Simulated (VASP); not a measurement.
# BAs (F-43m) in VASP: further runs

Runs on BAs. Level: PBE. Tasks: vibrations by perturbation theory, elastic constants.

Program: VASP 6.6.1. These are calculated values, not measurements. Logs are shortened: lines on timing, memory, paths and dates and some standing lists are left out, and cuts for length are marked.

## Step 1: The cell of the first run

It takes space group F-43m (No. 216, cubic). Conventional cell: a = 4.841 Å, b = 4.841 Å, c = 4.841 Å, α = 90.00°, β = 90.00°, γ = 90.00°. B (site symmetry -43m) has 4 As at 2.10 Å within 2.8 Å. As (site symmetry -43m) has 4 B at 2.10 Å within 2.8 Å.

## Step 2: Vibrations by perturbation theory, PBE (14.18 Å³/atom)

File INCAR:

```
PREC     = Accurate       # precision mode
ENCUT    = 520            # plane-wave cutoff, eV
EDIFF    = 1E-8           # SCF threshold, eV
ISMEAR   = 0              # smearing method
SIGMA    = 0.01           # smearing width, eV
LREAL    = F              # projectors in reciprocal space
LASPH    = T              # aspherical terms in the spheres
NELM     = 100            # most SCF steps
ALGO     = Normal         # electronic algorithm
ISIF     = 2              # what is computed and relaxed
LWAVE    = F              # write WAVECAR
LCHARG   = F              # write CHGCAR
GGA      = PE             # functional
IBRION   = 8              # ionic algorithm
NSW      = 1              # ionic steps
LEPSILON = T              # dielectric tensor by DFPT
```

File KPOINTS:

```
regular mesh
0
Gamma
  10 10 10
```

File POSCAR:

```
BAs
1.0
    0.0000000000      2.4205695641      2.4205695641
    2.4205695641      0.0000000000      2.4205695641
    2.4205695641      2.4205695641      0.0000000000
B As
1 1
Direct
    0.0000000000      0.0000000000      0.0000000000
    0.7500000000      0.7500000000      0.7500000000
```

Potentials or basis: VASP PAW PBE potentials, release 64 (B, As).

Launch:

```
cat potpaw_PBE.64/B/POTCAR potpaw_PBE.64/As/POTCAR > POTCAR
mpirun -np 1 vasp_std > vasp.out
```

OUTCAR:

```text
PREC = Accurate
   ENCUT = 520
   EDIFF = 1E-8
   ISMEAR = 0
   LREAL = F
   LASPH = T
   NELM = 100
   ISIF = 2
   GGA = PE
   IBRION = 8
   NSW = 1
   LEPSILON = T

 ion  position               nearest neighbor table
   1  0.000  0.000  0.000-   2 2.10   2 2.10   2 2.10   2 2.10
   2  0.750  0.750  0.750-   1 2.10   1 2.10   1 2.10   1 2.10

  LATTYP: Found a face centered cubic cell.
 ALAT       =     4.8411391282

  Lattice vectors:

 A1 = (   0.0000000000,   2.4205695641,   2.4205695641)
 A2 = (   2.4205695641,   0.0000000000,   2.4205695641)
 A3 = (   2.4205695641,   2.4205695641,   0.0000000000)

Analysis of symmetry for initial positions (statically):
=====================================================================
 Subroutine PRICEL returns:
 Original cell was already a primitive cell.

 Routine SETGRP: Setting up the symmetry group for a
 face centered cubic supercell.

 Subroutine GETGRP returns: Found 24 space group operations
 (whereof 24 operations were pure point group operations)
 out of a pool of 48 trial point group operations.

The static configuration has the point symmetry T_d .

Analysis of symmetry for dynamics (positions and initial velocities):
=====================================================================
 Subroutine PRICEL returns:
 Original cell was already a primitive cell.

 Routine SETGRP: Setting up the symmetry group for a
 face centered cubic supercell.

 Subroutine GETGRP returns: Found 24 space group operations
 (whereof 24 operations were pure point group operations)
 out of a pool of 48 trial point group operations.

The dynamic configuration has the point symmetry T_d .

 Subroutine INISYM returns: Found 24 space group operations
 (whereof 24 operations are pure point group operations),
 and found     1 'primitive' translations

----------------------------------------------------------------------------------------
[... 495 lines left out ...]
     0.00000  0.00626  5.58577
     0.00000  5.58577  0.00626

 MACROSCOPIC STATIC DIELECTRIC TENSOR (including local field effects in DFT)
 ------------------------------------------------------
          10.069145     0.000000     0.000000
          -0.000000    10.069145     0.000000
          -0.000000     0.000000    10.069145
 ------------------------------------------------------

 PIEZOELECTRIC TENSOR (including local field effects)  for field in x, y, z        (e  Angst)
          XX          YY          ZZ          XY          YZ          ZX
  --------------------------------------------------------------------------------
  x    -0.00000     0.00000    -0.00000     0.00000    -0.06683     0.00000
  y     0.00000    -0.00000     0.00000     0.00000     0.00000    -0.06683
  z     0.00000     0.00000     0.00000    -0.06683     0.00000     0.00000

 PIEZOELECTRIC TENSOR (including local field effects)  for field in x, y, z        (C/m^2)
          XX          YY          ZZ          XY          YZ          ZX
  --------------------------------------------------------------------------------
  x    -0.00000     0.00000    -0.00000     0.00000    -0.03775     0.00000
  y     0.00000    -0.00000     0.00000     0.00000     0.00000    -0.03775
  z     0.00000     0.00000     0.00000    -0.03775     0.00000     0.00000

 BORN EFFECTIVE CHARGES (including local field effects) (in |e|, cummulative output)
 ---------------------------------------------------------------------------------
 ion    1
    1    -0.40881     0.00000    -0.00000
    2     0.00000    -0.40881     0.00000
    3     0.00000     0.00000    -0.40881
 ion    2
    1     0.40881    -0.00000     0.00000
    2    -0.00000     0.40881    -0.00000
    3    -0.00000    -0.00000     0.40881

 INTERNAL STRAIN TENSOR FOR ION    2 for displacements in x,y,z  (eV/Angst):
          X           Y           Z          XY          YZ          ZX
  --------------------------------------------------------------------------------
  x     0.00000    -0.00000    -0.00000     0.00000     5.58577     0.00000
  y    -0.00000    -0.00000    -0.00000     0.00000     0.00000     5.58577
  z    -0.00000    -0.00000     0.00000     5.58577     0.00000     0.00000

 SECOND DERIVATIVES (NOT SYMMETRIZED)
 ------------------------------------
               1X          1Y          1Z          2X          2Y          2Z
  1X   -15.533651    0.000000    0.000000   15.533651    0.000000    0.000000
  1Y     0.000000  -15.533651    0.000000    0.000000   15.533651    0.000000
  1Z     0.000000    0.000000  -15.533651    0.000000    0.000000   15.533651
  2X    15.530215    0.000000    0.000000  -15.530215    0.000000    0.000000
  2Y     0.000000   15.530215    0.000000    0.000000  -15.530215    0.000000
  2Z     0.000000    0.000000   15.530215    0.000000    0.000000  -15.530215

 Eigenvectors and eigenvalues of the dynamical matrix
 ----------------------------------------------------

   1 f  =   20.045543 THz   125.949863 2PiTHz  668.647352 cm-1    82.901669 meV
             X         Y         Z           dx          dy          dz
      0.000000  0.000000  0.000000     0.000000    0.934839    0.000000
      3.630854  3.630854  3.630854     0.000000   -0.355072    0.000000
[... 21 lines left out ...]
   6 f/i=    0.000736 THz     0.004623 2PiTHz    0.024544 cm-1     0.003043 meV
             X         Y         Z           dx          dy          dz
      0.000000  0.000000  0.000000     0.000000   -0.355072    0.000000
      3.630854  3.630854  3.630854     0.000000   -0.934839    0.000000

--------------------------------------------------------------------------------------------------------

 MACROSCOPIC STATIC DIELECTRIC TENSOR IONIC CONTRIBUTION
 ------------------------------------------------------
           0.068643    -0.000000    -0.000000
          -0.000000     0.068643    -0.000000
          -0.000000    -0.000000     0.068643
 ------------------------------------------------------

 ELASTIC MODULI CONTR FROM IONIC RELAXATION (kBar)
 Direction    XX          YY          ZZ          XY          YZ          ZX
 --------------------------------------------------------------------------------
 XX          -0.0000     -0.0000      0.0000      0.0000     -0.0000      0.0000
 YY          -0.0000     -0.0000     -0.0000      0.0000      0.0000      0.0000
 ZZ           0.0000     -0.0000     -0.0000     -0.0000      0.0000      0.0000
 XY           0.0000      0.0000     -0.0000   -120.6682      0.0000      0.0000
 YZ          -0.0000      0.0000      0.0000      0.0000   -120.6682      0.0000
 ZX           0.0000      0.0000      0.0000      0.0000      0.0000   -120.6682
 --------------------------------------------------------------------------------

 PIEZOELECTRIC TENSOR IONIC CONTR  for field in x, y, z        (C/m^2)
          XX          YY          ZZ          XY          YZ          ZX
  --------------------------------------------------------------------------------
  x     0.00000    -0.00000    -0.00000     0.00000     0.08564    -0.00000
  y    -0.00000    -0.00000    -0.00000    -0.00000    -0.00000     0.08564
  z    -0.00000    -0.00000     0.00000     0.08564    -0.00000    -0.00000
```

stdout:

```text
POSCAR found type information on POSCAR B As
 POSCAR found :  2 types and       2 ions
 scaLAPACK will be used
 LDA part: xc-table for (Slater+PW92), standard interpolation
 POSCAR, INCAR and KPOINTS ok, starting setup
 FFT: planning ... GRIDC
 FFT: planning ... GRID_SOFT
 FFT: planning ... GRID
 WAVECAR not read
 entering main loop
[... 24 lines left out ...]
 dielectric tensor                  component  3 :     1.880     2.224    10.069
 Linear response DOF=           2
 Linear response progress:
 first order change of Fermi-energy   0.15308E-03
 force on displaced ion       1 direction 1 : -15.534   0.000   0.000
 Born effective charge ion    1 direction 1 :  -0.424   0.000   0.000
 Linear response progress:
 first order change of Fermi-energy   0.79575E-04
 force on displaced ion       2 direction 1 : -15.530   0.000   0.000
 Born effective charge ion    2 direction 1 :   0.399   0.000   0.000
 Born effective charges drift removed
 Linear response finished
```

Run time: 5.8 min. Hardware: 1 thread of Intel Xeon 8259CL, shared host; peak memory 0.26 GiB.

Results:

```yaml
Electronic_dielectric_tensor_diagonal: 10.07
Born_charges_mean_of_the_diagonal: B -0.41; As +0.41 e
Highest_phonon_frequency_at_Γ_LO-TO_splitting_left_out: 669 cm⁻¹
```

Phonon frequencies in cm⁻¹ (negative: imaginary):
```
              q point        frequencies
(0.000, 0.000, 0.000)  0 0 0 669 669 669
```

Electronic dielectric tensor:
```
10.07  0.00  0.00
 0.00 10.07  0.00
 0.00  0.00 10.07
```

Born effective charge tensors (e):
atom 1, B
```
-0.41  0.00  0.00
 0.00 -0.41  0.00
 0.00  0.00 -0.41
```
atom 2, As
```
0.41 0.00 0.00
0.00 0.41 0.00
0.00 0.00 0.41
```

Caveat: the cell stands under pressure or tension, which shifts response properties.

## Step 3: Elastic constants, PBE

This run uses another cell than the first one, of 11.57 Å³/atom.

File INCAR:

```
PREC = Accurate ; ENCUT = 600
EDIFF = 1E-8 ; ISMEAR = 0
SIGMA = 0.01 ; LREAL = False
LASPH = True ; NELM = 80
ALGO = Normal ; ISIF = 3
LWAVE = False ; LCHARG = False
GGA = PE ; NBANDS = 11
IBRION = 6 ; NFREE = 2
POTIM = 0.015 ; NSW = 1
```

File KPOINTS:

```
Automatic mesh
0
Gamma
  10 10 10
```

File POSCAR:

```
BAs
1.0
    0.0000000000      2.2619536759      2.2619536759
    2.2619536759      0.0000000000      2.2619536759
    2.2619536759      2.2619536759      0.0000000000
B As
1 1
Direct
    0.0000000000      0.0000000000      0.0000000000
    0.7500000000      0.7500000000      0.7500000000
```

Potentials or basis: VASP PAW PBE potentials, release 64 (B, As).

Launch:

```
cat potpaw_PBE.64/B/POTCAR potpaw_PBE.64/As/POTCAR > POTCAR
mpirun -np 1 vasp_std > vasp.out
```

Wall time 12 min (1 thread of Intel Xeon 8259CL, shared host); peak memory 0.31 GiB.

It converged, with:

```yaml
Elastic_constants_C11_C12_C44: 384, 154, 194 GPa
Voigt_bulk_modulus: 231 GPa
Highest_phonon_frequency_at_Γ_LO-TO_splitting_left_out: 818 cm⁻¹
```

Phonon frequencies in cm⁻¹ (negative: imaginary):
| q point | frequencies |
| --- | --- |
| (0.000, 0.000, 0.000) | 0 0 0 818 818 818 |

Elastic tensor in Voigt notation (GPa, in the Cartesian axes of the cell as first typed):
```
384 154 154   0   0   0
154 384 154   0   0   0
154 154 384   0   0   0
  0   0   0 194   0   0
  0   0   0   0 194   0
  0   0   0   0   0 194
```

Clamped-ion elastic tensor (GPa):
```
384 154 154   0   0   0
154 384 154   0   0   0
154 154 384   0   0   0
  0   0   0 270   0   0
  0   0   0   0 270   0
  0   0   0   0   0 270
```

Caveat: the cell is under stress, which shifts elastic constants.

## Step 4: Elastic constants, PBE

This run uses another cell than the first one, of 12.46 Å³/atom.

File INCAR:

```
SYSTEM = BAs
PREC = Accurate ; ENCUT = 600
EDIFF = 1E-8 ; ISMEAR = 0
SIGMA = 0.01 ; LREAL = .FALSE.
LASPH = .TRUE. ; NELM = 60
ALGO = Normal ; ISIF = 3
LWAVE = .FALSE. ; LCHARG = .FALSE.
GGA = PE ; NBANDS = 11
IBRION = 6 ; NFREE = 2
POTIM = 0.015 ; NSW = 1
```

File KPOINTS:

```
regular mesh
0
G
  10 10 10
  0 0 0
```

File POSCAR:

```
BAs
1.0
    0.0000000000      2.3184663821      2.3184663821
    2.3184663821      0.0000000000      2.3184663821
    2.3184663821      2.3184663821      0.0000000000
B As
1 1
Direct
    0.0000000000      0.0000000000      0.0000000000
    0.7500000000      0.7500000000      0.7500000000
```

Launch:

```
cat potpaw_PBE.64/B/POTCAR potpaw_PBE.64/As/POTCAR > POTCAR
mpirun -np 1 vasp_std > vasp.out
```

It took 14 min on 1 thread of Intel Xeon 8259CL, shared host; peak memory 0.32 GiB.

The run converged. Its results:

* Elastic constants C11, C12, C44: 334, 113, 176 GPa
* Voigt bulk modulus: 187 GPa
* Highest phonon frequency at Γ, LO-TO splitting left out: 760 cm⁻¹

Phonon frequencies in cm⁻¹ (negative: imaginary):
```csv
q point,frequencies
"(0.000, 0.000, 0.000)",0 0 0 760 760 760
```

Elastic tensor in Voigt notation (GPa, in the Cartesian axes of the cell as first typed):
```
334 113 113   0   0   0
113 334 113   0   0   0
113 113 334   0   0   0
  0   0   0 176   0   0
  0   0   0   0 176   0
  0   0   0   0   0 176
```

Clamped-ion elastic tensor (GPa):
```
334 113 113   0   0   0
113 334 113   0   0   0
113 113 334   0   0   0
  0   0   0 221   0   0
  0   0   0   0 221   0
  0   0   0   0   0 221
```

Caveat: the cell is under stress, which shifts elastic constants.

[end of part 1 of 2]
